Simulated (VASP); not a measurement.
# Na (P6_3/mmc) in VASP: further runs

Na is run at these levels: PBEsol; tasks: single point, relaxation of cell and atoms.

Everything below comes from runs of VASP 6.6.1. Logs are shortened: lines on timing, memory, paths and dates and some standing lists are left out, and cuts for length are marked.

## Step 1: The cell of the first run

It takes space group P6_3/mmc (No. 194, hexagonal). The conventional cell has a = 3.695 Å, b = 3.695 Å, c = 6.152 Å, α = 90.00°, β = 90.00°, γ = 120.00°. Na (site symmetry -6m2) has 12 Na at 3.70 to 3.74 Å within 4.9 Å.

## Step 2: Single point, PBEsol

The input, INCAR:

```
ALGO = Normal ; EDIFF = 1E-6
ENCUT = 500 ; GGA = PS
GGA_COMPAT = F ; ISIF = 2
ISMEAR = -1 ; LASPH = T
LCHARG = F ; LREAL = F
LWAVE = F ; NBANDS = 14
NELM = 120 ; PREC = Accurate
SIGMA = 0.05
```

The input, KPOINTS:

```
k-points
0
Gamma
  7 7 4
```

The input, POSCAR:

```
Na
1.0
    3.6950064273      0.0000000000      0.0000000000
   -1.8475032137      3.1999694332      0.0000000000
    0.0000000000      0.0000000000      6.1521552461
Na
2
Direct
    0.3333333333      0.6666666667      0.2500000000
    0.6666666667      0.3333333333      0.7500000000
```

Potentials or basis: VASP PAW PBE potentials, release 64 (Na_pv).

Started as:

```sh
cat potpaw_PBE.64/Na_pv/POTCAR > POTCAR
mpirun -np 1 vasp_std > vasp.out
```

OUTCAR:

```text
EDIFF = 1E-6
   ENCUT = 500
   GGA = PS
   ISIF = 2
   ISMEAR = -1
   LASPH = T
   LREAL = F
   NELM = 120
   PREC = Accurate

 ion  position               nearest neighbor table
   1  0.333  0.667  0.250-
   2  0.667  0.333  0.750-

  LATTYP: Found a hexagonal cell.
 ALAT       =     3.6950064273
 C/A-ratio  =     1.6649917577

  Lattice vectors:

 A1 = (   3.6950064273,   0.0000000000,   0.0000000000)
 A2 = (  -1.8475032137,   3.1999694332,   0.0000000000)
 A3 = (   0.0000000000,   0.0000000000,   6.1521552461)

Analysis of symmetry for initial positions (statically):
=====================================================================
 Subroutine PRICEL returns:
 Original cell was already a primitive cell.

 Routine SETGRP: Setting up the symmetry group for a
 hexagonal supercell.

 Subroutine GETGRP returns: Found 24 space group operations
 (whereof 12 operations were pure point group operations)
 out of a pool of 24 trial point group operations.

The static configuration has the point symmetry D_3d.
 The point group associated with its full space group is D_6h.

Analysis of symmetry for dynamics (positions and initial velocities):
=====================================================================
 Subroutine PRICEL returns:
 Original cell was already a primitive cell.

 Routine SETGRP: Setting up the symmetry group for a
 hexagonal supercell.

 Subroutine GETGRP returns: Found 24 space group operations
 (whereof 12 operations were pure point group operations)
 out of a pool of 24 trial point group operations.

The dynamic configuration has the point symmetry D_3d.
 The point group associated with its full space group is D_6h.

 Subroutine INISYM returns: Found 24 space group operations
 (whereof 12 operations are pure point group operations),
 and found     1 'primitive' translations

----------------------------------------------------------------------------------------

                                     Primitive cell

  volume of cell :      72.7425

  direct lattice vectors                    reciprocal lattice vectors
     3.695006427  0.000000000  0.000000000     0.270635524  0.156251493  0.000000000
    -1.847503214  3.199969433  0.000000000     0.000000000  0.312502985  0.000000000
     0.000000000  0.000000000  6.152155246     0.000000000  0.000000000  0.162544663

  length of vectors
     3.695006427  3.695006427  6.152155246     0.312502985  0.312502985  0.162544663

  position of ions in fractional coordinates (direct lattice)
     0.333333333  0.666666667  0.250000000
     0.666666667  0.333333333  0.750000000

  ion indices of the primitive-cell ions
   primitive index   ion index
                 1           1
                 2           2

----------------------------------------------------------------------------------------

 KPOINTS: k-points

Automatic generation of k-mesh.
 Grid dimensions read from file:
 generate k-points for:    7    7    4

 Generating k-lattice:

  Cartesian coordinates                     Fractional coordinates (reciprocal lattice)
     0.038662218  0.022321642  0.000000000     0.142857143  0.000000000  0.000000000
     0.000000000  0.044643284  0.000000000     0.000000000  0.142857143  0.000000000
     0.000000000  0.000000000  0.040636166     0.000000000  0.000000000  0.250000000

  Length of vectors
     0.044643284  0.044643284  0.040636166

  Shift w.r.t. Gamma in fractional coordinates (k-lattice)
     0.000000000  0.000000000  0.000000000

 Subroutine IBZKPT returns following result:
 ===========================================

 Found     24 irreducible k-points:

 Following reciprocal coordinates:
            Coordinates               Weight
  0.000000  0.000000  0.000000      1.000000
  0.142857  0.000000  0.000000      6.000000
  0.285714  0.000000  0.000000      6.000000
  0.428571  0.000000  0.000000      6.000000
  0.142857  0.142857  0.000000      6.000000
  0.285714  0.142857  0.000000     12.000000
[... 16 lines left out ...]
  0.428571  0.142857  0.500000      6.000000
  0.285714  0.285714  0.500000      6.000000
   k-points           NKPTS =     24   k-points in BZ     NKDIM =     24   number of bands    NBANDS=     14
   number of dos      NEDOS =    301   number of ions     NIONS =      2
   total plane-waves  NPLWV =  37632
   dimension x,y,z NGX =    28 NGY =   28 NGZ =   48
   dimension x,y,z NGXF=    56 NGYF=   56 NGZF=   96
   ions per type =               2
   NGX,Y,Z   is equivalent  to a cutoff of  12.60, 12.60, 12.97 a.u.
   NGXF,Y,Z  is equivalent  to a cutoff of  25.20, 25.20, 25.94 a.u.
 SYSTEM =  unknown system
   PREC   = accura    normal or accurate (medium, high low for compatibility)
   ISTART =      0    job   : 0-new  1-cont  2-samecut
   ICHARG =      2    charge: 1-file 2-atom 10-const
   ISPIN  =      1    spin polarized calculation?
   LNONCOLLINEAR =      F non collinear calculations
   LSORBIT =      F    spin-orbit coupling
   LASPH  =      T    aspherical Exc in radial PAW
   ENCUT  =  500.0 eV  36.75 Ry    6.06 a.u.   6.74  6.74 11.22*2*pi/ulx,y,z
   NELM   =    120;   NELMIN=  2; NELMDL= -5     # of ELM steps
   EDIFF  = 0.1E-05   stopping-criterion for ELM
   LREAL  =      F    real-space projection
   EDIFFG = 0.1E-04   stopping-criterion for IOM
   NSW    =      0    number of steps for IOM
   IBRION =     -1    ionic relax: 0-MD 1-quasi-New 2-CG
   NFREE  =      0    steps in history (QN), initial steepest desc. (CG)
   ISIF   =      2    stress and relaxation
   ISYM   =      2    0-nonsym 1-usesym 2-fastsym
   POTIM  = 0.5000    time-step for ionic-motion
   TEBEG  =    0.0;   TEEND  =   0.0 temperature during run
   PSTRESS=    0.0 pullay stress
   NELECT =      14.0000    total number of electrons
   NUPDOWN=      -1.0000    fix difference up-down
   EMIN   =  10.00;   EMAX   =-10.00  energy-range for DOS
   EFERMI =   0.00;   METHOD = LEGACY
   ISMEAR =    -1;   SIGMA  =   0.05  broadening in eV -4-tet -1-fermi 0-gaus
   EFERMI_NEDOS =   21; number of points for ismear=-14 and -15
   IALGO  =     38    algorithm
   IMIX   =      4    mixing-type and parameters
     AMIX     =   0.40;   BMIX     =  1.00
     AMIX_MAG =   1.60;   BMIX_MAG =  1.00
  volume/ion in A,a.u.               =      36.37       245.45
  Fermi-wavevector in a.u.,A,eV,Ry     =   0.945195  1.786160 12.155357  0.893394
  Thomas-Fermi vector in A             =   2.073073
   LORBIT       =      0    0 simple, 1 ext, 2 COOP (PROOUT), +10 PAW based schemes
   GGA     = PS    functional components
   LHFCALC =     F    Hartree Fock is set to
   AEXX    =    0.0000 exact exchange contribution
   IVDW    =     0    specifies the selected vdW correction
   LEPSILON=     F    determine dielectric tensor
   LRPA    =     F    only Hartree local field effects (RPA)
 non-spin polarized calculation
  energy-cutoff  :      500.00
  volume of cell :       72.74
 maximum number of plane-waves:      1860
 NGX is ok and might be reduce to    28
   NGX = 13   NGY = 13   NGZ = 23

 number of electron      13.9999999 magnetization

 Free energy of the ion-electron system (eV)
  ---------------------------------------------------
  ext. energy  EPLUGINS =         0.00000000
  ---------------------------------------------------
  free energy    TOTEN  =        -2.81515168 eV

  energy without entropy =       -2.80902341  energy(sigma->0) =       -2.81208754

 E-fermi :   0.2775     XC(G=0):  -6.5512

 val. band max:        0.1854121276   @ k =   0.1429   0.1429   0.2500
 cond. band min:       0.4753321584   @ k =   0.2857   0.0000   0.2500
 fundamental gap:      0.2899200309
 Fermi energy:         0.2775485962

 k-point     1 :       0.0000    0.0000    0.0000
  band No.  band energies     occupation
      1     -24.4422      2.00000
      2     -24.4118      2.00000
      3     -24.4118      2.00000
      4     -24.4071      2.00000
      5     -24.4071      2.00000
      6     -24.4062      2.00000
      7      -2.9597      2.00000
      8       0.8195      0.00004
      9       1.2307      0.00000
     10      10.6059      0.00000
     11      10.6059      0.00000
     12      10.8964      0.00000
     13      11.0173      0.00000
     14      11.0173      0.00000

 k-point     2 :       0.1429    0.0000    0.0000
  band No.  band energies     occupation
      1     -24.4398      2.00000
      2     -24.4175      2.00000
      3     -24.4135      2.00000
      4     -24.4130      2.00000
      5     -24.4081      2.00000
      6     -24.4070      2.00000
      7      -2.6502      2.00000
      8       1.0945      0.00000
      9       1.5308      0.00000
     10       7.5186      0.00000
     11       9.3023      0.00000
     12       9.5275      0.00000
     13      10.8720      0.00000
     14      11.4663      0.00000

 k-point     3 :       0.2857    0.0000    0.0000
  band No.  band energies     occupation
      1     -24.4337      2.00000
      2     -24.4306      2.00000
      3     -24.4259      2.00000
      4     -24.4173      2.00000
      5     -24.4106      2.00000
      6     -24.4095      2.00000
      7      -1.7330      2.00000
      8       1.9226      0.00000
      9       2.3709      0.00000
     10       4.5270      0.00000
     11       7.7271      0.00000
     12       7.8001      0.00000
     13       8.2993      0.00000
     14       9.8286      0.00000
[... 324 lines left out ...]
 k-point    23 :       0.4286    0.1429    0.5000
  band No.  band energies     occupation
      1     -24.4420      2.00000
      2     -24.4420      2.00000
      3     -24.4221      2.00000
      4     -24.4221      2.00000
      5     -24.4144      2.00000
      6     -24.4144      2.00000
      7       1.6398      0.00000
      8       1.6398      0.00000
      9       2.1630      0.00000
     10       2.1630      0.00000
     11       5.9473      0.00000
     12       5.9473      0.00000
     13       9.3686      0.00000
     14       9.3686      0.00000

 k-point    24 :       0.2857    0.2857    0.5000
  band No.  band energies     occupation
      1     -24.4382      2.00000
      2     -24.4382      2.00000
      3     -24.4279      2.00000
      4     -24.4279      2.00000
      5     -24.4138      2.00000
      6     -24.4138      2.00000
      7       1.5599      0.00000
      8       1.5599      0.00000
      9       3.2952      0.00000
     10       3.2952      0.00000
     11       4.1122      0.00000
     12       4.1122      0.00000
     13       9.3116      0.00000
     14       9.3116      0.00000

------------------------ aborting loop because EDIFF is reached ----------------------------------------

  FORCE on cell =-STRESS in cart. coord.  units (eV):
  Direction    XX          YY          ZZ          XY          YZ          ZX
  --------------------------------------------------------------------------------------
  -------------------------------------------------------------------------------------
  Total       -0.0009653     -0.0009653     -0.0132214      0.0000000     -0.0000000      0.0000000
  in kB       -0.0212602     -0.0212602     -0.2912051      0.0000000     -0.0000000      0.0000000
  external PRESSURE =      -0.1112418 kB  Pullay stress =       0.0000000 kB

 VOLUME and BASIS-vectors are now :
 -----------------------------------------------------------------------------
  energy-cutoff  :      500.00
  volume of cell :       72.74
      direct lattice vectors                 reciprocal lattice vectors
     3.695006427  0.000000000  0.000000000     0.270635524  0.156251493  0.000000000
    -1.847503214  3.199969433  0.000000000     0.000000000  0.312502985  0.000000000
     0.000000000  0.000000000  6.152155246     0.000000000  0.000000000  0.162544663

 POSITION                                       TOTAL-FORCE (eV/Angst)
 -----------------------------------------------------------------------------------
     -0.00000      2.13331      1.53804         0.000000     -0.000000      0.000000
      1.84750      1.06666      4.61412        -0.000000      0.000000     -0.000000
 -----------------------------------------------------------------------------------
    total drift:                               -0.000000      0.000000      0.000000

  FREE ENERGIE OF THE ION-ELECTRON SYSTEM (eV)
  ---------------------------------------------------
  free  energy   TOTEN  =        -2.8151516772 eV

  energy  without entropy=       -2.8090234080  energy(sigma->0) =       -2.81208754
```

Run time: 24 s. Hardware: 1 thread of Intel Xeon 8259CL, shared host; peak memory 0.18 GiB.

Results:

| Property | Result |
| --- | --- |
| Free energy | -2.8152 eV |
| Pressure | 0.0 GPa |
| Band gap on the k mesh | zero (band 7 reaches 1.64 eV, above the bottom of band 8 at -1.94 eV) |

Levels at points of the mesh, in eV from the Fermi level:
```tsv
k point	band 5	band 6	band 7	band 8	band 9	band 10
(0.00, 0.00, 0.00)	-24.68	-24.68	-3.24	0.54	0.95	10.33
(0.00, 0.00, 0.50)	-24.69	-24.69	-2.22	-2.22	5.46	5.46
```

Caveat: the PAW data sets were made with another functional, which shifts forces and pressure a little.

## Step 3: Relaxation of cell and atoms, PBEsol

This run uses another cell than the first one, of 39.11 Å³/atom, 1.075 times its volume.

The input, INCAR:

```
SYSTEM = Na
ALGO = Normal
EDIFF = 1E-7
EDIFFG = -0.02
ENCUT = 500
GGA = PS
GGA_COMPAT = .FALSE.
IBRION = 2
ISIF = 3
ISMEAR = -1
LASPH = .TRUE.
LCHARG = .FALSE.
LREAL = .FALSE.
LWAVE = .FALSE.
NELM = 120
NELMIN = 4
NSW = 80
PREC = Accurate
SIGMA = 0.05
```

The input, KPOINTS:

```
k-points
0
G
  7 7 4
  0 0 0
```

The input, POSCAR:

```
Na
1.0
    3.8100000000      0.0000000000      0.0000000000
   -1.9050000000      3.2995567884      0.0000000000
    0.0000000000      0.0000000000      6.2217300000
Na
2
Direct
    0.3333333333      0.6666666667      0.2500000000
    0.6666666667      0.3333333333      0.7500000000
```

Potentials or basis: VASP PAW PBE potentials, release 64 (Na_pv).

Started as:

```sh
cat potpaw_PBE.64/Na_pv/POTCAR > POTCAR
mpirun -np 1 vasp_std > vasp.out
```

Wall time 56 s (1 thread of Intel Xeon 8259CL, shared host); peak memory 0.18 GiB.

The run converged. Its results:

- Free energy: -2.8155 eV
- Relaxed volume: 36.24 Å³/atom
- Relaxed cell: a = 3.694 Å, b = 3.694 Å, c = 6.132 Å, α = 90.00°, β = 90.00°, γ = 120.00°
- Space group after relaxing (to 0.05 Å): P6_3/mmc (No. 194)
- Energy gained by relaxing: 5.3 meV/atom
- Ionic steps: 3
- Pressure after relaxing: 0.0 GPa
- Band gap on the k mesh: zero (band 7 reaches 1.65 eV, above the bottom of band 8 at -1.93 eV)

Step by step:
```
step  energy change (eV)  largest force (eV/Å)  pressure (GPa)  volume (Å³)
   1              0.0000                0.0000           -0.53        78.22
   2             -0.0047                0.0000           -0.41        76.76
   3             -0.0107                0.0000            0.01        72.48
```

Final structure:
```xyz
2
Lattice="3.6943 0.0000 0.0000 -1.8472 3.1994 0.0000 0.0000 0.0000 6.1324" Properties=species:S:1:pos:R:3 pbc="T T T"
Na    0.0000    2.1329    1.5331
Na    1.8472    1.0665    4.5993
```

Levels at points of the mesh, in eV from the Fermi level:
```tsv
k point	band 5	band 6	band 7	band 8	band 9	band 10
(0.00, 0.00, 0.00)	-24.68	-24.68	-3.25	0.55	0.97	10.32
(0.00, 0.00, 0.50)	-24.69	-24.69	-2.22	-2.22	5.50	5.50
```

Caveat: the PAW data sets were made with another functional, which shifts forces and pressure a little.
